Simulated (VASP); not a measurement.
# InP (I-4m2) in VASP: a series of runs

InP is run at these levels: r2SCAN; tasks: single point.

Everything below comes from runs of VASP 6.6.1. Logs are shortened: lines on timing, memory, paths and dates and some standing lists are left out, and cuts for length are marked.

### 1 The cell of the first run

It takes space group I-4m2 (No. 119, tetragonal). The conventional cell has a = 4.094 Å, b = 4.094 Å, c = 6.033 Å, α = 90.00°, β = 90.00°, γ = 90.00°. Within 3.4 Å of In (site symmetry -4m2) lie 4 P at 2.54 Å. Within 3.4 Å of P (site symmetry -4m2) lie 4 In at 2.54 Å.

### 2 Single point, r2SCAN (in-plane strain -0.02, then relaxed in part)

Input file POSCAR:

```
InP
1.0
    2.8945948488      2.8945948488      0.0000000000
   -2.8945948488      2.8945948488      0.0000000000
    0.0000000000      2.8945948488      3.0164957272
In P
1 1
Direct
    0.0000000000      0.0000000000      0.0000000000
    0.7500000000      0.2500000000      0.5000000000
```

Input file INCAR.step1:

```
  PREC = Accurate
  ENCUT = 520
  ISMEAR = 0
  SIGMA = 0.01
  LREAL = False
  LASPH = True
  NELM = 60
  NBANDS = 16
  GGA = PE
  ALGO = Normal
  EDIFF = 1E-4
  LWAVE = True
  LCHARG = False
```

Input file INCAR.step2:

```
  PREC = Accurate
  ENCUT = 520
  EDIFF = 1E-7
  ISMEAR = 0
  SIGMA = 0.01
  LREAL = False
  LASPH = True
  NELM = 60
  ALGO = Normal
  ISIF = 2
  LWAVE = False
  LCHARG = False
  METAGGA = R2SCAN
  LMIXTAU = True
  NBANDS = 16
  ISTART = 1
```

Input file KPOINTS:

```
regular mesh
0
Gamma
  8 8 8
```

Potentials or basis: VASP PAW PBE potentials, release 64 (In_d, P).

Run with:

```
cat potpaw_PBE.64/In_d/POTCAR potpaw_PBE.64/P/POTCAR > POTCAR
cp INCAR.step1 INCAR
mpirun -np 1 vasp_std > vasp.out
cp INCAR.step2 INCAR
mpirun -np 1 vasp_std > vasp.out
```

OUTCAR:

```text
PREC = Accurate
   ENCUT = 520
   EDIFF = 1E-7
   ISMEAR = 0
   LREAL = False
   LASPH = True
   NELM = 60
   ISIF = 2
   METAGGA = R2SCAN
   ISTART = 1

 ion  position               nearest neighbor table
   1  0.000  0.000  0.000-   2 2.54   2 2.54   2 2.54   2 2.54
   2  0.750  0.250  0.500-   1 2.54   1 2.54   1 2.54   1 2.54

  LATTYP: Found a body centered tetragonal cell.
 ALAT       =     4.0935752927
 C/A-ratio  =     1.4737707317

  Lattice vectors:

 A1 = (   2.8945948488,   0.0000000000,  -3.0164957272)
 A2 = (  -2.8945948488,   0.0000000000,  -3.0164957272)
 A3 = (   0.0000000000,   2.8945948488,   3.0164957272)

Analysis of symmetry for initial positions (statically):
=====================================================================
 Subroutine PRICEL returns:
 Original cell was already a primitive cell.

 Routine SETGRP: Setting up the symmetry group for a
 body centered tetragonal supercell.

 Subroutine GETGRP returns: Found  8 space group operations
 (whereof  8 operations were pure point group operations)
 out of a pool of 16 trial point group operations.

The static configuration has the point symmetry D_2d.

Analysis of symmetry for dynamics (positions and initial velocities):
=====================================================================
 Subroutine PRICEL returns:
 Original cell was already a primitive cell.

 Routine SETGRP: Setting up the symmetry group for a
 body centered tetragonal supercell.

 Subroutine GETGRP returns: Found  8 space group operations
 (whereof  8 operations were pure point group operations)
 out of a pool of 16 trial point group operations.

The dynamic configuration has the point symmetry D_2d.

 Subroutine INISYM returns: Found  8 space group operations
 (whereof  8 operations are pure point group operations),
 and found     1 'primitive' translations

----------------------------------------------------------------------------------------

                                     Primitive cell

  volume of cell :      50.5485

  direct lattice vectors                    reciprocal lattice vectors
     2.894594849  2.894594849  0.000000000     0.172735746  0.172735746 -0.165755249
    -2.894594849  2.894594849  0.000000000    -0.172735746  0.172735746 -0.165755249
     0.000000000  2.894594849  3.016495727     0.000000000  0.000000000  0.331510498

  length of vectors
     4.093575293  4.093575293  4.180660930     0.295211921  0.295211921  0.331510498

  position of ions in fractional coordinates (direct lattice)
     0.000000000  0.000000000  0.000000000
     0.750000000  0.250000000  0.500000000

  ion indices of the primitive-cell ions
   primitive index   ion index
                 1           1
                 2           2

----------------------------------------------------------------------------------------

 KPOINTS: regular mesh

Automatic generation of k-mesh.
 Grid dimensions read from file:
 generate k-points for:    8    8    8

 Generating k-lattice:

  Cartesian coordinates                     Fractional coordinates (reciprocal lattice)
     0.021591968  0.021591968 -0.020719406     0.125000000  0.000000000  0.000000000
    -0.021591968  0.021591968 -0.020719406     0.000000000  0.125000000  0.000000000
     0.000000000  0.000000000  0.041438812     0.000000000  0.000000000  0.125000000

  Length of vectors
     0.036901490  0.036901490  0.041438812

  Shift w.r.t. Gamma in fractional coordinates (k-lattice)
     0.000000000  0.000000000  0.000000000

 Subroutine IBZKPT returns following result:
 ===========================================

 Found     59 irreducible k-points:

 Following reciprocal coordinates:
            Coordinates               Weight
  0.000000  0.000000  0.000000      1.000000
  0.125000  0.000000  0.000000      8.000000
  0.250000  0.000000  0.000000      8.000000
  0.375000  0.000000  0.000000      8.000000
  0.500000  0.000000  0.000000      4.000000
  0.125000  0.125000  0.000000      8.000000
[... 16 lines left out ...]
  0.250000  0.000000  0.125000      4.000000
  0.375000  0.000000  0.125000      8.000000
 [... further k-points ...]
   k-points           NKPTS =     59   k-points in BZ     NKDIM =     59   number of bands    NBANDS=     16
   number of dos      NEDOS =    301   number of ions     NIONS =      2
   total plane-waves  NPLWV =  28800
   dimension x,y,z NGX =    30 NGY =   30 NGZ =   32
   dimension x,y,z NGXF=    60 NGYF=   60 NGZF=   64
   ions per type =               1   1
   NGX,Y,Z   is equivalent  to a cutoff of  12.18, 12.18, 12.72 a.u.
   NGXF,Y,Z  is equivalent  to a cutoff of  24.37, 24.37, 25.45 a.u.
 SYSTEM =  unknown system
   PREC   = accura    normal or accurate (medium, high low for compatibility)
   ISTART =      1    job   : 0-new  1-cont  2-samecut
   ICHARG =      0    charge: 1-file 2-atom 10-const
   ISPIN  =      1    spin polarized calculation?
   LNONCOLLINEAR =      F non collinear calculations
   LSORBIT =      F    spin-orbit coupling
   LASPH  =      T    aspherical Exc in radial PAW
   ENCUT  =  520.0 eV  38.22 Ry    6.18 a.u.   7.61  7.61  7.77*2*pi/ulx,y,z
   NELM   =     60;   NELMIN=  2; NELMDL=  0     # of ELM steps
   EDIFF  = 0.1E-06   stopping-criterion for ELM
   LREAL  =      F    real-space projection
   EDIFFG = 0.1E-05   stopping-criterion for IOM
   NSW    =      0    number of steps for IOM
   IBRION =     -1    ionic relax: 0-MD 1-quasi-New 2-CG
   NFREE  =      0    steps in history (QN), initial steepest desc. (CG)
   ISIF   =      2    stress and relaxation
   ISYM   =      2    0-nonsym 1-usesym 2-fastsym
   POTIM  = 0.5000    time-step for ionic-motion
   TEBEG  =    0.0;   TEEND  =   0.0 temperature during run
   PSTRESS=    0.0 pullay stress
   NELECT =      18.0000    total number of electrons
   NUPDOWN=      -1.0000    fix difference up-down
   EMIN   =  10.00;   EMAX   =-10.00  energy-range for DOS
   EFERMI =   0.00;   METHOD = LEGACY
   ISMEAR =     0;   SIGMA  =   0.01  broadening in eV -4-tet -1-fermi 0-gaus
   EFERMI_NEDOS =   21; number of points for ismear=-14 and -15
   IALGO  =     38    algorithm
   IMIX   =      4    mixing-type and parameters
     AMIX     =   0.40;   BMIX     =  1.00
     AMIX_MAG =   1.60;   BMIX_MAG =  1.00
  volume/ion in A,a.u.               =      25.27       170.56
  Fermi-wavevector in a.u.,A,eV,Ry     =   1.160369  2.192780 18.319659  1.346457
  Thomas-Fermi vector in A             =   2.296953
   LORBIT       =      0    0 simple, 1 ext, 2 COOP (PROOUT), +10 PAW based schemes
   METAGGA = R2SCAN    functional components
   LHFCALC =     F    Hartree Fock is set to
   AEXX    =    0.0000 exact exchange contribution
   IVDW    =     0    specifies the selected vdW correction
   LEPSILON=     F    determine dielectric tensor
   LRPA    =     F    only Hartree local field effects (RPA)
 non-spin polarized calculation
 Gauss-broadening in eV      SIGMA  =   0.01
  energy-cutoff  :      520.00
  volume of cell :       50.55
 maximum number of plane-waves:      1379
   NGX = 15   NGY = 15   NGZ = 15

 number of electron      18.0000002 magnetization

 Free energy of the ion-electron system (eV)
  ---------------------------------------------------
  ext. energy  EPLUGINS =         0.00000000
  ---------------------------------------------------
  free energy    TOTEN  =       -32.28522176 eV

  energy without entropy =      -32.28522176  energy(sigma->0) =      -32.28522176

 E-fermi :   5.1735     XC(G=0):  -9.8628

 val. band max:        5.0368388491   @ k =   0.0000   0.0000   0.0000
 cond. band min:       6.0998950059   @ k =   0.0000   0.0000   0.0000
 fundamental gap:      1.0630561568
 Fermi energy:         5.1735202963

 k-point     1 :       0.0000    0.0000    0.0000
  band No.  band energies     occupation
      1      -9.6955      2.00000
      2      -9.6766      2.00000
      3      -9.6766      2.00000
      4      -9.5100      2.00000
      5      -9.5046      2.00000
      6      -7.0005      2.00000
[... 8 lines left out ...]
     15      14.5552      0.00000
     16      15.2141      0.00000

 k-point     2 :       0.1250    0.0000    0.0000
  band No.  band energies     occupation
      1      -9.7066      2.00000
      2      -9.6788      2.00000
      3      -9.6688      2.00000
      4      -9.5105      2.00000
      5      -9.5036      2.00000
      6      -6.8132      2.00000
[... 8 lines left out ...]
     15      14.4788      0.00000
     16      14.9028      0.00000

 k-point     3 :       0.2500    0.0000    0.0000
  band No.  band energies     occupation
      1      -9.7530      2.00000
      2      -9.6634      2.00000
      3      -9.6520      2.00000
      4      -9.5100      2.00000
      5      -9.4987      2.00000
      6      -6.2924      2.00000
[... 8 lines left out ...]
     15      14.1074      0.00000
     16      14.6954      0.00000

 k-point     4 :       0.3750    0.0000    0.0000
  band No.  band energies     occupation
      1      -9.7975      2.00000
      2      -9.6499      2.00000
      3      -9.6384      2.00000
      4      -9.5059      2.00000
      5      -9.4898      2.00000
      6      -5.6004      2.00000
[... 8 lines left out ...]
     15      14.9491      0.00000
     16      15.1466      0.00000
[... 324 lines left out ...]
 k-point    22 :       0.0000    0.0000    0.1250
  band No.  band energies     occupation
      1      -9.7297      2.00000
      2      -9.6615      2.00000
      3      -9.6615      2.00000
      4      -9.5090      2.00000
      5      -9.5053      2.00000
      6      -6.7637      2.00000
[... 8 lines left out ...]
     15      15.2058      0.00000
     16      15.3474      0.00000

 k-point    23 :       0.2500    0.0000    0.1250
  band No.  band energies     occupation
      1      -9.7336      2.00000
      2      -9.6677      2.00000
      3      -9.6601      2.00000
      4      -9.5159      2.00000
      5      -9.4979      2.00000
      6      -6.5036      2.00000
[... 8 lines left out ...]
     15      14.4176      0.00000
     16      15.7424      0.00000

 k-point    24 :       0.3750    0.0000    0.1250
  band No.  band energies     occupation
      1      -9.7797      2.00000
      2      -9.6501      2.00000
      3      -9.6421      2.00000
      4      -9.5164      2.00000
      5      -9.4919      2.00000
      6      -5.9086      2.00000
[... 8 lines left out ...]
     15      15.1316      0.00000
     16      15.8153      0.00000

 [... further k-points ...]
[... 5 lines left out ...]
  --------------------------------------------------------------------------------------
  -------------------------------------------------------------------------------------
  Total        0.5885066      0.5885066     -0.0409761      0.0000000      0.0000000      0.0000000
  in kB       18.6532115     18.6532115     -1.2987730      0.0000000      0.0000000      0.0000000
  external PRESSURE =      12.0025500 kB  Pullay stress =       0.0000000 kB

 VOLUME and BASIS-vectors are now :
 -----------------------------------------------------------------------------
  energy-cutoff  :      520.00
  volume of cell :       50.55
      direct lattice vectors                 reciprocal lattice vectors
     2.894594849  2.894594849  0.000000000     0.172735746  0.172735746 -0.165755249
    -2.894594849  2.894594849  0.000000000    -0.172735746  0.172735746 -0.165755249
     0.000000000  2.894594849  3.016495727     0.000000000  0.000000000  0.331510498

 POSITION                                       TOTAL-FORCE (eV/Angst)
 -----------------------------------------------------------------------------------
      0.00000      0.00000      0.00000        -0.000000      0.000000      0.000000
      1.44730      4.34189      1.50825         0.000000     -0.000000      0.000000
 -----------------------------------------------------------------------------------
    total drift:                               -0.000062      0.000000     -0.000000

  FREE ENERGIE OF THE ION-ELECTRON SYSTEM (eV)
  ---------------------------------------------------
  free  energy   TOTEN  =       -32.2852217560 eV

  energy  without entropy=      -32.2852217560  energy(sigma->0) =      -32.28522176
```

It took 3.9 min on 1 thread of Intel Xeon Platinum 8259CL at 2.50GHz (Skylake/Cascade Lake), shared host; peak memory 0.2 GiB.

What came out:

| Property | Result |
| --- | --- |
| Free energy | -32.2852 eV |
| Pressure | 1.2 GPa |
| Band gap on the k mesh | 1.06 eV, direct |

Stress tensor (GPa, compression positive):
```
 1.87  0.00  0.00
 0.00  1.87  0.00
 0.00  0.00 -0.13
```

Caveat: the cell differs from its parent crystal (in-plane strain -0.02, then relaxed in part); the PAW data sets were made with another functional, which shifts forces and pressure a little; spin-orbit coupling is left out, which moves the levels of the heavy elements.

### 3 Single point, r2SCAN (film at in-plane strain -0.02)

POSCAR is that of step 2.

Input file INCAR.step1:

```
SYSTEM = InP
PREC = Accurate
ENCUT = 520
ISMEAR = 0
SIGMA = 0.01
LREAL = .False.
LASPH = .True.
NELM = 100
NBANDS = 16
GGA = PE
ALGO = Normal
EDIFF = 1E-4
LWAVE = .True.
LCHARG = .False.
```

Input file INCAR.step2:

```
SYSTEM = InP
PREC = Accurate
ENCUT = 520
EDIFF = 1E-6
ISMEAR = 0
SIGMA = 0.01
LREAL = .False.
LASPH = .True.
NELM = 100
ALGO = Normal
ISIF = 2
LWAVE = .False.
LCHARG = .False.
METAGGA = R2SCAN
LMIXTAU = .True.
NBANDS = 16
ISTART = 1
```

Input file KPOINTS:

```
Automatic mesh
0
Gamma
  8 8 8
  0 0 0
```

Potentials or basis: VASP PAW PBE potentials, release 64 (In_d, P).

Run with:

```
cat potpaw_PBE.64/In_d/POTCAR potpaw_PBE.64/P/POTCAR > POTCAR
cp INCAR.step1 INCAR
mpirun -np 1 vasp_std > vasp.out
cp INCAR.step2 INCAR
mpirun -np 1 vasp_std > vasp.out
```

It took 4 min on 1 thread of Intel Xeon Platinum 8259CL at 2.50GHz (Skylake/Cascade Lake), shared host; peak memory 0.2 GiB.

Results (log left out):

```yaml
Free_energy: -32.2852 eV
Pressure: 1.2 GPa
Band_gap_on_the_k_mesh: 1.06 eV, direct
```

Stress tensor (GPa, compression positive):
```
 1.88  0.00  0.00
 0.00  1.88  0.00
 0.00  0.00 -0.12
```

Levels at points of the mesh, in eV from the valence-band top:
```csv
k point,band 7,band 8,band 9,band 10,band 11,band 12
"(0.00, 0.00, 0.00)",-0.22,0.00,0.00,1.06,4.36,4.36
"(0.50, 0.00, 0.00)",-5.93,-1.22,-0.93,1.75,4.98,5.24
"(0.50, 0.50, 0.00)",-5.84,-2.55,-2.53,1.87,2.35,9.90
"(0.00, 0.00, 0.50)",-6.10,-2.30,-2.30,2.11,2.74,9.50
```

Caveat: the cell differs from its parent crystal (film at in-plane strain -0.02); the PAW data sets were made with another functional, which shifts forces and pressure a little; spin-orbit coupling is left out, which moves the levels of the heavy elements.

### 4 Single point, r2SCAN (in-plane strain -0.01)

Input file POSCAR:

```
InP
1.0
    2.9241315309      2.9241315309      0.0000000000
   -2.9241315309      2.9241315309      0.0000000000
    0.0000000000      2.9241315309      2.9713902223
In P
1 1
Direct
    0.0000000000      0.0000000000      0.0000000000
    0.7500000000      0.2500000000      0.5000000000
```

Input file INCAR.step1:

```
SYSTEM = InP
  ALGO = Normal
  EDIFF = 1E-4
  ENCUT = 520
  GGA = PE
  ISMEAR = 0
  LASPH = .TRUE.
  LCHARG = .FALSE.
  LREAL = .FALSE.
  LWAVE = .TRUE.
  NBANDS = 16
  NELM = 60
  PREC = Accurate
  SIGMA = 0.01
```

Input file INCAR.step2:

```
SYSTEM = InP
  ALGO = Normal
  EDIFF = 1E-6
  ENCUT = 520
  ISIF = 2
  ISMEAR = 0
  ISTART = 1
  LASPH = .TRUE.
  LCHARG = .FALSE.
  LMIXTAU = .TRUE.
  LREAL = .FALSE.
  LWAVE = .FALSE.
  METAGGA = R2SCAN
  NBANDS = 16
  NELM = 60
  PREC = Accurate
  SIGMA = 0.01
```

Input file KPOINTS:

```
k-points
0
G
  8 8 8
  0 0 0
```

Run with:

```
cat potpaw_PBE.64/In_d/POTCAR potpaw_PBE.64/P/POTCAR > POTCAR
cp INCAR.step1 INCAR
mpirun -np 1 vasp_std > vasp.out
cp INCAR.step2 INCAR
mpirun -np 1 vasp_std > vasp.out
```

It took 2.3 min on 1 thread of Intel Xeon Platinum 8259CL at 2.50GHz (Skylake/Cascade Lake), shared host; peak memory 0.21 GiB.

Results (log left out):

```yaml
Free_energy: -32.2942 eV
Pressure: 0.9 GPa
Band_gap_on_the_k_mesh: 1.09 eV, direct
```

Stress tensor (GPa, compression positive):
```
1.11 0.00 0.00
0.00 1.11 0.00
0.00 0.00 0.37
```

Levels at points of the mesh, in eV from the valence-band top:
```csv
k point,band 7,band 8,band 9,band 10,band 11,band 12
"(0.00, 0.00, 0.00)",-0.08,0.00,0.00,1.09,4.41,4.41
"(0.50, 0.00, 0.00)",-5.86,-1.08,-0.97,1.81,5.08,5.19
"(0.50, 0.50, 0.00)",-5.83,-2.44,-2.43,1.97,2.47,9.85
"(0.00, 0.00, 0.50)",-5.93,-2.34,-2.34,2.06,2.62,9.69
```

Caveat: the cell differs from its parent crystal (in-plane strain -0.01); the PAW data sets were made with another functional, which shifts forces and pressure a little; spin-orbit coupling is left out, which moves the levels of the heavy elements.

### 5 Single point, r2SCAN (in-plane strain -0.01, then relaxed in part)

Changes to POSCAR since step 4:

```diff
@@ -4,3 +4,3 @@
    -2.9241315309      2.9241315309      0.0000000000
-    0.0000000000      2.9241315309      2.9713902223
+    0.0000000000      2.9241315309      2.9862092795
 In P
```

Input file INCAR.step1:

```
SYSTEM = InP
PREC     = Accurate       ! precision mode
ENCUT    = 520            ! plane-wave cutoff, eV
ISMEAR   = 0              ! smearing method
SIGMA    = 0.01           ! smearing width, eV
LREAL    = .False.        ! projectors in reciprocal space
LASPH    = .True.         ! aspherical terms in the spheres
NELM     = 80             ! most SCF steps
NBANDS   = 16             ! bands
GGA      = PE             ! functional
ALGO     = Normal         ! electronic algorithm
EDIFF    = 1E-4           ! SCF threshold, eV
LWAVE    = .True.         ! write WAVECAR
LCHARG   = .False.        ! write CHGCAR
```

Input file INCAR.step2:

```
SYSTEM = InP
PREC     = Accurate       ! precision mode
ENCUT    = 520            ! plane-wave cutoff, eV
EDIFF    = 1E-6           ! SCF threshold, eV
ISMEAR   = 0              ! smearing method
SIGMA    = 0.01           ! smearing width, eV
LREAL    = .False.        ! projectors in reciprocal space
LASPH    = .True.         ! aspherical terms in the spheres
NELM     = 80             ! most SCF steps
ALGO     = Normal         ! electronic algorithm
ISIF     = 2              ! what is computed and relaxed
LWAVE    = .False.        ! write WAVECAR
LCHARG   = .True.         ! write CHGCAR
METAGGA  = R2SCAN         ! meta-GGA
LMIXTAU  = .True.       
LELF     = .True.         ! ELF
LVHAR    = .True.       
NBANDS   = 16             ! bands
ISTART   = 1
```

Input file KPOINTS:

```
regular mesh
0
Gamma
  8 8 8
  0 0 0
```

Run with:

```
cat potpaw_PBE.64/In_d/POTCAR potpaw_PBE.64/P/POTCAR > POTCAR
cp INCAR.step1 INCAR
mpirun -np 1 vasp_std > vasp.out
cp INCAR.step2 INCAR
mpirun -np 1 vasp_std > vasp.out
```

It took 2.5 min on 1 thread of Intel Xeon Platinum 8259CL at 2.50GHz (Skylake/Cascade Lake), shared host; peak memory 0.21 GiB.

Results (log left out):

* Free energy: -32.2945 eV
* Pressure: 0.5 GPa
* Band gap on the k mesh: 1.05 eV, direct

Stress tensor (GPa, compression positive):
```
 0.83  0.00  0.00
 0.00  0.83  0.00
 0.00  0.00 -0.15
```

Levels at points of the mesh, in eV from the valence-band top:
```csv
k point,band 7,band 8,band 9,band 10,band 11,band 12
"(0.00, 0.00, 0.00)",-0.11,0.00,0.00,1.05,4.40,4.40
"(0.50, 0.00, 0.00)",-5.84,-1.09,-0.95,1.78,5.06,5.20
"(0.50, 0.50, 0.00)",-5.80,-2.44,-2.43,1.96,2.45,9.82
"(0.00, 0.00, 0.50)",-5.94,-2.31,-2.31,2.08,2.65,9.61
```

Caveat: the cell differs from its parent crystal (in-plane strain -0.01, then relaxed in part); the PAW data sets were made with another functional, which shifts forces and pressure a little; spin-orbit coupling is left out, which moves the levels of the heavy elements.

(Part 1 of 2 ends here.)
